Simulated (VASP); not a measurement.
## SiSn3O8: single point with PBE

Crystal: SiSn3O8.

```
CELL_PARAMETERS angstrom
3.25713 -3.26465 0.00000
3.25713 3.26465 0.00000
0.00000 0.00000 6.15455
ATOMIC_POSITIONS crystal
Si 0.50000 0.50000 0.00000
Sn 0.00000 0.00000 0.76096
Sn 0.50000 0.50000 0.50000
Sn 0.00000 0.00000 0.23904
O 0.21851 0.21851 0.00000
O 0.78149 0.78149 0.00000
O 0.68366 0.31634 0.77766
O 0.31634 0.68366 0.77766
O 0.19232 0.19232 0.50000
O 0.80768 0.80768 0.50000
O 0.68366 0.31634 0.22234
O 0.31634 0.68366 0.22234
```

- Program: VASP 6.6.1
- Task: single point
- Functional: PBE
- Potentials or basis: VASP PAW PBE potentials, release 64 (Si, Sn_d, O)
- Cutoff: 520 eV
- k mesh: 6 × 6 × 4
- Occupations: fermi-dirac, width 0.02 eV
- Spin: no spin polarisation

* Pressure: 8.8 GPa
* Largest force: 0.224 eV/Å
* Band gap on the k mesh: 1.42 eV

Forces in eV/Å, atoms in the order of the input:
```
Si   0.000  0.000  0.000
Sn   0.000  0.000  0.003
Sn   0.000  0.000  0.000
Sn   0.000  0.000 -0.003
O    0.224  0.000  0.000
O   -0.224  0.000  0.000
O    0.000  0.020  0.080
O    0.000 -0.020  0.080
O    0.017  0.000  0.000
O   -0.017  0.000  0.000
O    0.000  0.020 -0.080
O    0.000 -0.020 -0.080
```

Stress tensor (GPa, compression positive):
```
8.47 0.00 0.00
0.00 7.82 0.00
0.00 0.00 9.99
```

Levels at points of the mesh, in eV from the valence-band top:
```
           k point  band 44  band 45  band 46  band 47  band 48  band 49  band 50  band 51
(0.00, 0.00, 0.00)    -1.25    -0.92    -0.71     0.00     1.42     4.97     5.60     5.89
(0.50, 0.00, 0.00)    -1.19    -0.72    -0.70    -0.57     4.28     4.28     6.04     6.38
(0.50, 0.50, 0.00)    -1.15    -0.93    -0.87    -0.77     3.78     4.55     4.65     6.26
(0.00, 0.00, 0.50)    -1.03    -0.85    -0.70    -0.28     3.65     4.06     6.21     6.82
(0.50, 0.00, 0.50)    -1.10    -1.06    -0.84    -0.63     5.04     5.20     5.27     7.40
(0.50, 0.50, 0.50)    -0.94    -0.93    -0.79    -0.76     4.41     4.85     4.87     6.85
```

Run time: 8.3 min on 1 thread of AMD EPYC 7R13 (shared host), peak memory 0.38 GiB.

Caveat: the cell stands under pressure; spin-orbit coupling is left out, which moves the levels of the heavy elements.
